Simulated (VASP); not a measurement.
# K8Ta7NbO24 (P1) in VASP: single point with PBEsol

Aim: the single point of K8Ta7NbO24 with PBEsol.

Everything below comes from runs of VASP 6.6.1. Logs are shortened: lines on timing, memory, paths and dates and some standing lists are left out, and cuts for length are marked.

**1. The cell of the first run**

The typed cell holds 40 atoms: a = 7.971 Å, b = 7.971 Å, c = 7.971 Å, α = 90.00°, β = 90.00°, γ = 90.00°.

**2. Single point, PBEsol**

Contents of INCAR:

```
PREC     = Accurate       # precision mode
ENCUT    = 600            # plane-wave cutoff, eV
EDIFF    = 1E-6           # SCF threshold, eV
ISMEAR   = -1             # smearing method
SIGMA    = 0.05           # smearing width, eV
LREAL    = Auto         
LASPH    = True           # aspherical terms in the spheres
NELM     = 120            # most SCF steps
ALGO     = Normal         # electronic algorithm
ISIF     = 2              # what is computed and relaxed
LWAVE    = False          # write WAVECAR
LCHARG   = False          # write CHGCAR
GGA      = PS             # functional
NBANDS   = 179            # bands
ISYM     = 0            
GGA_COMPAT= False
```

Contents of KPOINTS:

```
Automatic mesh
0
Gamma
  1 1 1
  0.25 0.25 0.25
```

Contents of POSCAR:

```
K8Ta7NbO24
1.0
    7.9712705441      0.0000000000      0.0000000000
    0.0000000000      7.9712705441      0.0000000000
    0.0000000000      0.0000000000      7.9712705441
K Nb Ta O
8 1 7 24
Direct
    0.0008710000      0.0007530000      0.0012290000
    0.0008350000      0.0007330000      0.5005430000
    0.0008310000      0.5001170000      0.0011690000
    0.0006810000      0.5002000000      0.5006260000
    0.5002350000      0.0007300000      0.0012070000
    0.5003150000      0.0005920000      0.5006370000
    0.5003200000      0.5001980000      0.0010450000
    0.5005160000      0.5004010000      0.5008440000
    0.2534880000      0.2538490000      0.2545990000
    0.2502950000      0.2503820000      0.7544460000
    0.2503810000      0.7536670000      0.2509440000
    0.2507320000      0.7503900000      0.7509610000
    0.7533320000      0.2501780000      0.2508240000
    0.7503040000      0.2504370000      0.7508210000
    0.7503790000      0.7501590000      0.2508350000
    0.7507630000      0.7504740000      0.7508710000
    0.2494800000      0.2491610000      0.9991060000
    0.2494740000      0.2490960000      0.4990290000
    0.2498110000      0.7490170000      0.9996470000
    0.2498270000      0.7490360000      0.4995960000
    0.7494170000      0.2497060000      0.9997460000
    0.7494020000      0.2497250000      0.4997000000
    0.7498390000      0.7497060000      0.0000310000
    0.7498340000      0.7496880000      0.4999820000
    0.9991780000      0.2493360000      0.2494770000
    0.9996640000      0.2495610000      0.7493550000
    0.9996930000      0.7492000000      0.2498980000
    0.9999020000      0.7496120000      0.7499140000
    0.4991300000      0.2492800000      0.2493700000
    0.4996010000      0.2495720000      0.7493470000
    0.4996410000      0.7492050000      0.2498990000
    0.4998520000      0.7496050000      0.7499300000
    0.2494960000      0.9989000000      0.2493140000
    0.2497990000      0.9993800000      0.7492870000
    0.2494730000      0.4988460000      0.2492940000
    0.2497890000      0.4993190000      0.7492590000
    0.7494510000      0.9995240000      0.2500070000
    0.7498170000      0.9997270000      0.7499890000
    0.7494320000      0.4994730000      0.2499870000
    0.7498260000      0.4996820000      0.7500110000
```

Potentials or basis: VASP PAW PBE potentials, release 64 (K_sv, Nb_sv, Ta_pv, O).

Run with:

```bash
$ cat potpaw_PBE.64/K_sv/POTCAR potpaw_PBE.64/Nb_sv/POTCAR potpaw_PBE.64/Ta_pv/POTCAR potpaw_PBE.64/O/POTCAR > POTCAR
$ mpirun -np 1 vasp_std > vasp.out
```

OUTCAR:

```text
PREC = Accurate
   ENCUT = 600
   EDIFF = 1E-6
   ISMEAR = -1
   LREAL = Auto
   LASPH = True
   NELM = 120
   ISIF = 2
   GGA = PS
   ISYM = 0

 ion  position               nearest neighbor table
   1  0.001  0.001  0.001-  33 2.80  25 2.80  17 2.80  37 2.82  27 2.82  21 2.82  19 2.82  26 2.82
                            34 2.82  23 2.83  38 2.83  28 2.83  10 3.43  11 3.43  13 3.44  12 3.45
   2  0.001  0.001  0.501-  18 2.80  26 2.80  34 2.81  25 2.82  33 2.82  22 2.82  38 2.82  28 2.82
                            20 2.82  37 2.83  24 2.83  27 2.83  11 3.43  13 3.44  14 3.45  12 3.45
   3  0.001  0.500  0.001-  35 2.80  27 2.81  19 2.81  25 2.81  17 2.82  39 2.82  23 2.82  28 2.82
                            36 2.82  21 2.83  40 2.83  26 2.83  10 3.43  13 3.44  15 3.45  12 3.45
   4  0.001  0.500  0.501-  36 2.81  20 2.81  28 2.81  26 2.81  27 2.82  18 2.82  35 2.82  40 2.82
                            24 2.82  22 2.83  39 2.83  25 2.83  13 3.44  15 3.45  14 3.45  16 3.45
   5  0.500  0.001  0.001-  29 2.80  37 2.81  21 2.81  33 2.81  17 2.81  31 2.82  23 2.82  30 2.82
                            38 2.82  19 2.83  34 2.83  32 2.83  10 3.43  11 3.44  12 3.45  14 3.45
   6  0.500  0.001  0.501-  30 2.81  22 2.81  38 2.81  34 2.81  18 2.81  37 2.82  29 2.82  32 2.82
                            24 2.82  20 2.83  31 2.83  33 2.83  11 3.44  14 3.45  12 3.45  15 3.45
   7  0.500  0.500  0.001-  31 2.81  39 2.81  23 2.81  35 2.81  29 2.81  19 2.81  21 2.82  32 2.82
                            40 2.82  17 2.83  36 2.83  30 2.83  10 3.44  15 3.45  12 3.45  14 3.45
   8  0.501  0.500  0.501-  32 2.81  40 2.81  24 2.81  36 2.81  20 2.81  30 2.81  22 2.82  31 2.82
                            39 2.82  18 2.83  35 2.83  29 2.83   9 3.40  15 3.45  14 3.45  12 3.45
   9  0.253  0.254  0.255-  18 1.95  35 1.95  29 1.96  25 2.03  33 2.03  17 2.04   8 3.40
  10  0.250  0.250  0.754-  17 1.95  36 1.98  30 1.99  26 2.00  34 2.00  18 2.04   1 3.43   3 3.43
                             5 3.43   7 3.44   2 3.47   4 3.47   6 3.47   8 3.47
  11  0.250  0.754  0.251-  33 1.95  20 1.98  31 1.99  27 2.00  19 2.00  35 2.03   2 3.43   1 3.43
                             6 3.44   5 3.44   4 3.46   3 3.46   8 3.47   7 3.47
  12  0.251  0.750  0.751-  19 1.98  34 1.98  32 1.99  28 2.00  36 2.00  20 2.00   7 3.45   8 3.45
                             5 3.45   6 3.45   3 3.45   1 3.45   4 3.45   2 3.45
  13  0.753  0.250  0.251-  25 1.96  22 1.98  39 1.99  37 2.00  21 2.00  29 2.03   1 3.44   2 3.44
                             3 3.44   4 3.44   5 3.46   6 3.46   7 3.46   8 3.47
  14  0.750  0.250  0.751-  21 1.98  40 1.99  26 1.99  30 2.00  38 2.00  22 2.00   8 3.45   7 3.45
                             6 3.45   5 3.45   4 3.45   2 3.45   3 3.45   1 3.45
  15  0.750  0.750  0.251-  24 1.99  27 1.99  37 1.99  39 2.00  31 2.00  23 2.00   8 3.45   7 3.45
                             4 3.45   3 3.45   6 3.45   5 3.45   1 3.45   2 3.46
  16  0.751  0.750  0.751-  28 1.99  23 1.99  38 1.99  40 2.00  24 2.00  32 2.00   8 3.45   4 3.45
                             2 3.45   3 3.45   1 3.46   6 3.46   7 3.46   5 3.46
  17  0.249  0.249  0.999-  10 1.95   9 2.04   1 2.80   5 2.81   3 2.82   7 2.83
  18  0.249  0.249  0.499-   9 1.95  10 2.04   2 2.80   6 2.81   4 2.82   8 2.83
  19  0.250  0.749  1.000-  12 1.98  11 2.00   3 2.81   7 2.81   1 2.82   5 2.83
  20  0.250  0.749  0.500-  11 1.98  12 2.00   4 2.81   8 2.81   2 2.82   6 2.83
  21  0.749  0.250  1.000-  14 1.98  13 2.00   5 2.81   7 2.82   1 2.82   3 2.83
  22  0.749  0.250  0.500-  13 1.98  14 2.00   6 2.81   8 2.82   2 2.82   4 2.83
[... 16 lines left out ...]
  39  0.749  0.499  0.250-  13 1.99  15 2.00   7 2.81   8 2.82   3 2.82   4 2.83
  40  0.750  0.500  0.750-  14 1.99  16 2.00   8 2.81   4 2.82   7 2.82   3 2.83

IMPORTANT INFORMATION: All symmetrisations will be switched off!
NOSYMM: (Re-)initialisation of all symmetry stuff for point group C_1.

----------------------------------------------------------------------------------------

                                     Primitive cell

  volume of cell :     506.5037

  direct lattice vectors                    reciprocal lattice vectors
     7.971270544  0.000000000  0.000000000     0.125450516  0.000000000  0.000000000
     0.000000000  7.971270544  0.000000000     0.000000000  0.125450516  0.000000000
     0.000000000  0.000000000  7.971270544     0.000000000  0.000000000  0.125450516

  length of vectors
     7.971270544  7.971270544  7.971270544     0.125450516  0.125450516  0.125450516

  position of ions in fractional coordinates (direct lattice)
     0.000871000  0.000753000  0.001229000
     0.000835000  0.000733000  0.500543000
     0.000831000  0.500117000  0.001169000
     0.000681000  0.500200000  0.500626000
     0.500235000  0.000730000  0.001207000
     0.500315000  0.000592000  0.500637000
[... 32 lines left out ...]
     0.749432000  0.499473000  0.249987000
     0.749826000  0.499682000  0.750011000

  ion indices of the primitive-cell ions
   primitive index   ion index
                 1           1
                 2           2
                 3           3
                 4           4
                 5           5
                 6           6
[... 32 lines left out ...]
                39          39
                40          40

----------------------------------------------------------------------------------------

 KPOINTS: Automatic mesh

Automatic generation of k-mesh.
 Grid dimensions read from file:
 generate k-points for:    1    1    1

 Generating k-lattice:

  Cartesian coordinates                     Fractional coordinates (reciprocal lattice)
     0.125450516  0.000000000  0.000000000     1.000000000  0.000000000  0.000000000
     0.000000000  0.125450516  0.000000000     0.000000000  1.000000000  0.000000000
     0.000000000  0.000000000  0.125450516     0.000000000  0.000000000  1.000000000

  Length of vectors
     0.125450516  0.125450516  0.125450516

  Shift w.r.t. Gamma in fractional coordinates (k-lattice)
     0.250000000  0.250000000  0.250000000

 Subroutine IBZKPT returns following result:
 ===========================================

 Found      4 irreducible k-points:

 Following reciprocal coordinates:
            Coordinates               Weight
  0.250000  0.250000  0.250000      2.000000
 -0.250000  0.250000  0.250000      2.000000
 -0.250000 -0.250000  0.250000      2.000000
  0.250000 -0.250000  0.250000      2.000000
   k-points           NKPTS =      4   k-points in BZ     NKDIM =      4   number of bands    NBANDS=    179
   number of dos      NEDOS =    301   number of ions     NIONS =     40
   total plane-waves  NPLWV = 262144
   dimension x,y,z NGX =    64 NGY =   64 NGZ =   64
   dimension x,y,z NGXF=   128 NGYF=  128 NGZF=  128
   ions per type =               8   1   7  24
   NGX,Y,Z   is equivalent  to a cutoff of  13.35, 13.35, 13.35 a.u.
   NGXF,Y,Z  is equivalent  to a cutoff of  26.70, 26.70, 26.70 a.u.
 SYSTEM =  unknown system
   PREC   = accura    normal or accurate (medium, high low for compatibility)
   ISTART =      0    job   : 0-new  1-cont  2-samecut
   ICHARG =      2    charge: 1-file 2-atom 10-const
   ISPIN  =      1    spin polarized calculation?
   LNONCOLLINEAR =      F non collinear calculations
   LSORBIT =      F    spin-orbit coupling
   LASPH  =      T    aspherical Exc in radial PAW
   ENCUT  =  600.0 eV  44.10 Ry    6.64 a.u.  15.92 15.92 15.92*2*pi/ulx,y,z
   NELM   =    120;   NELMIN=  2; NELMDL= -5     # of ELM steps
   EDIFF  = 0.1E-05   stopping-criterion for ELM
   LREAL  =      T    real-space projection
   EDIFFG = 0.1E-04   stopping-criterion for IOM
   NSW    =      0    number of steps for IOM
   IBRION =     -1    ionic relax: 0-MD 1-quasi-New 2-CG
   NFREE  =      0    steps in history (QN), initial steepest desc. (CG)
   ISIF   =      2    stress and relaxation
   ISYM   =      0    0-nonsym 1-usesym 2-fastsym
   POTIM  = 0.5000    time-step for ionic-motion
   TEBEG  =    0.0;   TEEND  =   0.0 temperature during run
   PSTRESS=    0.0 pullay stress
   NELECT =     306.0000    total number of electrons
   NUPDOWN=      -1.0000    fix difference up-down
   EMIN   =  10.00;   EMAX   =-10.00  energy-range for DOS
   EFERMI =   0.00;   METHOD = LEGACY
   ISMEAR =    -1;   SIGMA  =   0.05  broadening in eV -4-tet -1-fermi 0-gaus
   EFERMI_NEDOS =   21; number of points for ismear=-14 and -15
   IALGO  =     38    algorithm
   IMIX   =      4    mixing-type and parameters
     AMIX     =   0.40;   BMIX     =  1.00
     AMIX_MAG =   1.60;   BMIX_MAG =  1.00
  volume/ion in A,a.u.               =      12.66        85.45
  Fermi-wavevector in a.u.,A,eV,Ry     =   1.383952  2.615290 26.059561  1.915324
  Thomas-Fermi vector in A             =   2.508502
   LORBIT       =      0    0 simple, 1 ext, 2 COOP (PROOUT), +10 PAW based schemes
   GGA     = PS    functional components
   LHFCALC =     F    Hartree Fock is set to
   AEXX    =    0.0000 exact exchange contribution
   IVDW    =     0    specifies the selected vdW correction
   LEPSILON=     F    determine dielectric tensor
   LRPA    =     F    only Hartree local field effects (RPA)
 non-spin polarized calculation
  energy-cutoff  :      600.00
  volume of cell :      506.50
 maximum number of plane-waves:     16869
   NGX = 31   NGY = 31   NGZ = 31

 number of electron     305.9999932 magnetization

 Free energy of the ion-electron system (eV)
  ---------------------------------------------------
  ext. energy  EPLUGINS =         0.00000000
  ---------------------------------------------------
  free energy    TOTEN  =      -341.38561315 eV

  energy without entropy =     -341.38561315  energy(sigma->0) =     -341.38561315

 E-fermi :   2.9961     XC(G=0): -11.1459

 val. band max:        1.6954941383   @ k =   0.2500   0.2500   0.2500
 cond. band min:       4.6439898385   @ k =  -0.2500  -0.2500   0.2500
 fundamental gap:      2.9484957002
 Fermi energy:         2.9960974203

 k-point     1 :       0.2500    0.2500    0.2500
  band No.  band energies     occupation
      1     -52.8344      2.00000
      2     -32.2381      2.00000
      3     -32.2379      2.00000
      4     -32.2376      2.00000
      5     -32.2330      2.00000
      6     -32.2327      2.00000
[... 157 lines left out ...]
    164       6.6136      0.00000
    165       6.6272      0.00000
[... 502 lines left out ...]
    164       6.6147      0.00000
    165       6.6279      0.00000
 [bands above 165 left out]

------------------------ aborting loop because EDIFF is reached ----------------------------------------

  FORCE on cell =-STRESS in cart. coord.  units (eV):
  Direction    XX          YY          ZZ          XY          YZ          ZX
  --------------------------------------------------------------------------------------
  -------------------------------------------------------------------------------------
  Total        1.6272464      1.7107722      1.8247616      0.0047591      0.0081059      0.0081396
  in kB        5.1473209      5.4115307      5.7721030      0.0150540      0.0256408      0.0257474
  external PRESSURE =       5.4436515 kB  Pullay stress =       0.0000000 kB

 VOLUME and BASIS-vectors are now :
 -----------------------------------------------------------------------------
  energy-cutoff  :      600.00
  volume of cell :      506.50
      direct lattice vectors                 reciprocal lattice vectors
     7.971270544  0.000000000  0.000000000     0.125450516  0.000000000  0.000000000
     0.000000000  7.971270544  0.000000000     0.000000000  0.125450516  0.000000000
     0.000000000  0.000000000  7.971270544     0.000000000  0.000000000  0.125450516

 POSITION                                       TOTAL-FORCE (eV/Angst)
 -----------------------------------------------------------------------------------
      0.00694      0.00600      0.00980        -0.002871     -0.002076     -0.002610
      0.00666      0.00584      3.98996        -0.002854     -0.002918     -0.000542
      0.00662      3.98657      0.00932        -0.002695     -0.000482     -0.002382
      0.00543      3.98723      3.99063        -0.000805      0.000555      0.000402
      3.98751      0.00582      0.00962        -0.000386     -0.002018     -0.003173
      3.98815      0.00472      3.99071         0.000054     -0.000806     -0.000712
[... 32 lines left out ...]
      5.97393      3.98143      1.99271         0.002960      0.013377      0.002649
      5.97707      3.98310      5.97854         0.002931      0.009659      0.002141
 -----------------------------------------------------------------------------------
    total drift:                               -0.008413     -0.013529     -0.006275

  FREE ENERGIE OF THE ION-ELECTRON SYSTEM (eV)
  ---------------------------------------------------
  free  energy   TOTEN  =      -341.3856131528 eV

  energy  without entropy=     -341.3856131527  energy(sigma->0) =     -341.38561315
```

Wall time 24 min (1 thread of Oxide Virtual Turin-like, shared host); peak memory 0.71 GiB.

Results:

```
Free energy            : -341.3856 eV
Pressure               : 0.5 GPa
Largest force          : 0.107 eV/Å
Band gap on the k mesh : 2.95 eV
```

Forces on the atoms (eV/Å):
```
K   -0.003 -0.002 -0.003
K   -0.003 -0.003 -0.001
K   -0.003  0.000 -0.002
K   -0.001  0.001  0.000
K    0.000 -0.002 -0.003
K    0.000 -0.001 -0.001
K    0.000  0.000 -0.001
K   -0.002 -0.002 -0.002
Nb  -0.031 -0.039 -0.046
Ta  -0.017 -0.027 -0.075
Ta  -0.021 -0.061 -0.034
Ta  -0.018 -0.029 -0.036
Ta  -0.048 -0.020 -0.030
Ta  -0.018 -0.012 -0.027
Ta  -0.017 -0.016 -0.013
Ta  -0.013 -0.011 -0.013
O    0.007  0.010  0.107
O    0.011  0.016 -0.040
O    0.004  0.008  0.018
O    0.003  0.008  0.022
O    0.005  0.002  0.014
O    0.004  0.002  0.019
O    0.003  0.002  0.010
O    0.003  0.002  0.012
O    0.101  0.007  0.012
O    0.007  0.005  0.007
O    0.007  0.004  0.004
O    0.009  0.004  0.004
O   -0.045  0.012  0.018
O    0.014  0.005  0.008
O    0.012  0.004  0.004
O    0.012  0.004  0.003
O    0.007  0.105  0.016
O    0.004  0.014  0.009
O    0.011 -0.042  0.020
O    0.004  0.018  0.009
O    0.003  0.007  0.002
O    0.003  0.007  0.002
O    0.003  0.013  0.003
O    0.003  0.010  0.002
```

Caveat: the PAW data sets were made with another functional, which shifts forces and pressure a little; spin-orbit coupling is left out, which moves the levels of the heavy elements; a shifted mesh leaves out Γ, where band edges can lie.
